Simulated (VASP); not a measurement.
Wanted: the native input for a VASP 6.6.1 run.

* Task: single point
* Functional: PBE
* Potentials or basis: VASP PAW PBE potentials, release 64 (Y_sv, K_sv, Mg)
* Cutoff: 520 eV
* k mesh: 5 × 5 × 5
* Occupations: fermi-dirac, width 0.05 eV
* Spin: no spin polarisation
* Dipole correction: no
* Further INCAR settings: ALGO = Fast; EDIFF = 1e-06; NBANDS = 26

The structure of KYMg6 lies in POSCAR:

```
KYMg6
1.0
    5.3987070000      0.0000000000      0.0000000000
    0.0000000000      3.4847975000      5.8794235000
    0.0000000000     -3.4847975000      5.8794235000
Y K Mg
1 1 6
Direct
    0.0009510000      0.8428680000      0.8478970000
    0.5023360000      0.6475540000      0.6484590000
    0.5097040000      0.1685740000      0.1630700000
    0.4935620000      0.6654210000      0.1543890000
    0.4913690000      0.1446280000      0.6718700000
    0.0096220000      0.3455980000      0.3425800000
    0.0017690000      0.8460200000      0.3125810000
    0.0000800000      0.3178410000      0.8537590000
```

This cell differs from its parent crystal: atoms moved at random.

The input as run:

INCAR

```
SYSTEM = KYMg6
PREC     = Accurate       ! precision mode
ENCUT    = 520            ! plane-wave cutoff, eV
EDIFF    = 1E-6           ! SCF threshold, eV
ISMEAR   = -1             ! smearing method
SIGMA    = 0.05           ! smearing width, eV
LREAL    = .False.        ! projectors in reciprocal space
LASPH    = .True.         ! aspherical terms in the spheres
NELM     = 80             ! most SCF steps
ALGO     = Fast           ! electronic algorithm
ISIF     = 2              ! what is computed and relaxed
LWAVE    = .False.        ! write WAVECAR
LCHARG   = .False.        ! write CHGCAR
GGA      = PE             ! functional
NBANDS   = 26             ! bands
```

KPOINTS

```
regular mesh
0
Gamma
  5 5 5
  0 0 0
```

Potentials or basis: VASP PAW PBE potentials, release 64 (Y_sv, K_sv, Mg).

Command:

```console
$ cat potpaw_PBE.64/Y_sv/POTCAR potpaw_PBE.64/K_sv/POTCAR potpaw_PBE.64/Mg/POTCAR > POTCAR
$ mpirun -np 1 vasp_std > vasp.out
```

Results of the run:

```
Pressure               : 0.0 GPa
Largest force          : 0.204 eV/Å
Band gap on the k mesh : zero (band 16 reaches 2.26 eV, above the bottom of band 17 at 1.78 eV)
```

Caveat: the cell differs from its parent crystal (atoms moved at random).

Wall time 13 min on 1 thread of Intel(R) Xeon(R) Platinum 8488C (Sapphire Rapids), on a shared host, peak memory 0.63 GiB.
